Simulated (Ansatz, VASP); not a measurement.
## La in VASP and in Ansatz

POSCAR

```
La
1.0
    3.8235480841      0.0000000000      0.0000000000
   -1.9117740420      3.3112897734      0.0000000000
    0.0000000000      0.0000000000      6.1890498321
La
2
Direct
    0.6666666667      0.3333333333      0.7500000000
    0.3333333333      0.6666666667      0.2500000000
```

Contents of INCAR.step1:

```
SYSTEM = La
  PREC = Accurate
  ENCUT = 520
  ISMEAR = -1
  SIGMA = 0.05
  LREAL = .False.
  LASPH = .True.
  NELM = 80
  NBANDS = 18
  GGA = PE
  ALGO = Normal
  EDIFF = 1E-4
  LWAVE = .True.
  LCHARG = .False.
```

Contents of INCAR.step2:

```
SYSTEM = La
  PREC = Accurate
  ENCUT = 520
  EDIFF = 1E-6
  ISMEAR = -1
  SIGMA = 0.05
  LREAL = .False.
  LASPH = .True.
  NELM = 80
  ALGO = Normal
  ISIF = 2
  LWAVE = .False.
  LCHARG = .False.
  METAGGA = R2SCAN
  LMIXTAU = .True.
  NBANDS = 18
  ISTART = 1
```

The input KPOINTS:

```
Automatic mesh
0
Gamma
  8 8 5
  0 0 0
```

input.yaml

```yaml
crystal:
  lattice:
    - [3.8235480841, 0.0, 0.0]
    - [-1.911774042, 3.3112897734, 0.0]
    - [0.0, 0.0, 6.1890498321]
  atoms:
    - { symbol: La, position: [0.6666666667, 0.3333333333, 0.75] }
    - { symbol: La, position: [0.3333333333, 0.6666666667, 0.25] }
hamiltonian:
  xc: r2scan
  pseudopotentials: { kind: paw }
kpoints:
  mp_grid: { grid: [8, 8, 5] }
scf:
  occupations: { method: fermi_dirac, width: 0.05 }
output:
  forces: true
  stress: true
  eigenvalues: true
  write_density: true
  write_potential: true
  elf: true
  volumetric_format: npy
```

Alike in both runs: task single point; functional r2SCAN; k mesh 8 × 8 × 5; occupations fermi-dirac, width 0.05 eV; no spin polarisation.

|  | VASP | Ansatz |
| --- | --- | --- |
| version | VASP 6.6.1 | Ansatz 0.2.0 |
| potentials or method | VASP PAW PBE potentials, release 64 (La) | Ansatz PAW |
| plane-wave cutoff (eV) | 520 | 500 |
| valence electrons in the cell | 22 | 22 |

|  | VASP | Ansatz | Ansatz less VASP |
| --- | --- | --- | --- |
| gap on the k mesh at the Fermi level (eV) | none | none | - |
| pressure (GPa) | -0.5 | -0.6 | -0.04 |
| traceless stress, the component that is largest in VASP (GPa) | -0.68 | -0.66 | +0.017 |

VASP's potentials were made for PBE, not for r2SCAN. A gap of «none» marks a metal or a gap that the smearing closes.

Spin-orbit coupling is off throughout. Noted on Ansatz's run: the magnetic or orbital state may not be the lowest.
